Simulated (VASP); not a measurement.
Runs of VASP 6.6.1 on WS. The structure is that of space group Fm-3m (No. 225), or close to it. The cells are those of the table. 

```csv
task,level,spin,U,cell,k mesh,cutoff (eV),smearing,gap on the mesh (eV),pressure (GPa),moment (μB),relaxed volume (Å³/atom)
relaxation of cell and atoms,PBEsol,off,-,"relaxed from a = 3.463 Å, angles 60.0°, 2 atoms",14 × 14 × 14,600,gaussian 0.1 eV,none,0.0,-,14.75
single point,PBEsol,collinear,-,"a = 3.465 Å, angles 60.0°, 2 atoms",14 × 14 × 14,520,gaussian 0.1 eV,none,0.6,0.00,-
single point,PBEsol+U,off,W d U = 4.0 eV,"a = 3.465 Å, angles 60.0°, 2 atoms",14 × 14 × 14,520,gaussian 0.05 eV,none,5.1,-,-
relaxation of cell and atoms,PBEsol,off,-,"relaxed from a = 3.374 Å, angles 60.0°, 2 atoms",8 × 8 × 8,600,gaussian 0.1 eV,none,-0.1,-,(a)
single point,PBEsol,off,-,"a = 3.463 Å, angles 60.0°, 2 atoms",8 × 8 × 8,520,gaussian 0.1 eV,none,0.4,-,-
single point,r2SCAN,collinear,-,"a = 3.465 Å, angles 60.0°, 2 atoms",14 × 14 × 14,520,gaussian 0.1 eV,none,4.9,0.00,-
single point,r2SCAN,off,-,"a = 3.465 Å, angles 60.0°, 2 atoms",14 × 14 × 14,520,gaussian 0.1 eV,none,4.9,-,-
single point,PBEsol,off,-,"a = 3.465 Å, angles 60.0°, 2 atoms",14 × 14 × 14,520,gaussian 0.1 eV,none,0.6,-,-
```

Alike in all rows: potentials or basis VASP PAW PBE potentials, release 64 (W_sv, S).

Problem. Fill in the values left out.

Solution. (a) 14.73.

Caveats: the PAW data sets were made with another functional, which shifts forces and pressure a little; spin-orbit coupling is left out, which moves the levels of the heavy elements; the cell stands under pressure (at least some runs); U without spin polarisation on a metal has little footing (at least some runs).

A k mesh can miss the band edges, and the runs leave out spin-orbit coupling on W.

A gap of «none» marks levels without a gap at the run's occupations.
